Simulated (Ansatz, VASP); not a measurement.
# SnTe in VASP and in Ansatz

Contents of POSCAR:

```
SnTe
1.0
    0.0000000000      3.6111460000      3.6111460000
    3.6111460000      0.0000000000      3.6111460000
    3.6111460000      3.6111460000      0.0000000000
Te Sn
1 1
Direct
    0.2500000000      0.2500000000      0.2500000000
    0.0000000000      0.0000000000      0.0000000000
```

File INCAR.step1:

```
PREC = Accurate ; ENCUT = 520
EDIFF = 1E-5 ; ISMEAR = -1
SIGMA = 0.05 ; LREAL = False
LASPH = True ; NELM = 100
ALGO = Normal ; ISIF = 2
LWAVE = True ; GGA = PE
NBANDS = 17
```

INCAR.step2

```
PREC = Accurate ; ENCUT = 520
EDIFF = 1E-6 ; ISMEAR = -1
SIGMA = 0.05 ; LREAL = False
LASPH = True ; NELM = 100
ALGO = Normal ; ISIF = 2
LWAVE = False ; LCHARG = True
METAGGA = R2SCAN ; LHFCALC = True
AEXX = 0.1 ; LMIXTAU = True
PRECFOCK = Normal ; LELF = True
LVHAR = True ; ISTART = 1
NBANDS = 17
```

KPOINTS

```
Automatic mesh
0
Gamma
  4 4 4
```

Contents of input:

```
crystal:
  lattice:
    - [0.0, 3.611146, 3.611146]
    - [3.611146, 0.0, 3.611146]
    - [3.611146, 3.611146, 0.0]
  atoms:
    - { symbol: Te, position: [0.25, 0.25, 0.25] }
    - { symbol: Sn, position: [0.0, 0.0, 0.0] }
hamiltonian:
  xc: r2scanh
  pseudopotentials: { kind: paw }
kpoints:
  mp_grid: { grid: [4, 4, 4] }
  band_path:
    path:
      - [[0.0, 0.0, 0.0], [0.5, 0.0, 0.5], [0.5, 0.25, 0.75], [0.375, 0.375, 0.75], [0.0, 0.0, 0.0], [0.5, 0.5, 0.5], [0.625, 0.25, 0.625], [0.5, 0.25, 0.75], [0.5, 0.5, 0.5], [0.375, 0.375, 0.75]]
      - [[0.625, 0.25, 0.625], [0.5, 0.0, 0.5]]
    npoints: 4
scf:
  occupations: { method: fermi_dirac, width: 0.05 }
  n_extra_bands: 6
output:
  forces: true
  stress: true
  eigenvalues: true
  fatbands: false
```

Alike in both runs: functional r2SCANh; k mesh 4 × 4 × 4; occupations fermi-dirac, width 0.05 eV; no spin polarisation.

```csv
,VASP,Ansatz
version,VASP 6.6.1,Ansatz 0.2.0
potentials or method,"VASP PAW PBE potentials, release 64 (Te, Sn_d)",Ansatz PAW
plane-wave cutoff (eV),520,500
valence electrons in the cell,20,30
task,single point,band structure
```

Ansatz gave:

* gap on the k mesh at the Fermi level (eV): 0.48
* least direct gap on the mesh (eV): 1.26
* pressure (GPa): -0.8

**Question.** Which values does VASP return?

**Answer.** gap on the k mesh at the Fermi level (eV): 0.49; least direct gap on the mesh (eV): 1.27; pressure (GPa): -0.8.

VASP's potentials were made for PBE, not for r2SCANh. The functional is the same, so the differences come from potentials, cutoffs and numerics. VASP's potentials hold 20 valence electrons a cell and Ansatz's 30, so a difference there can come from the potentials and not from the codes.

Spin-orbit coupling is off throughout.
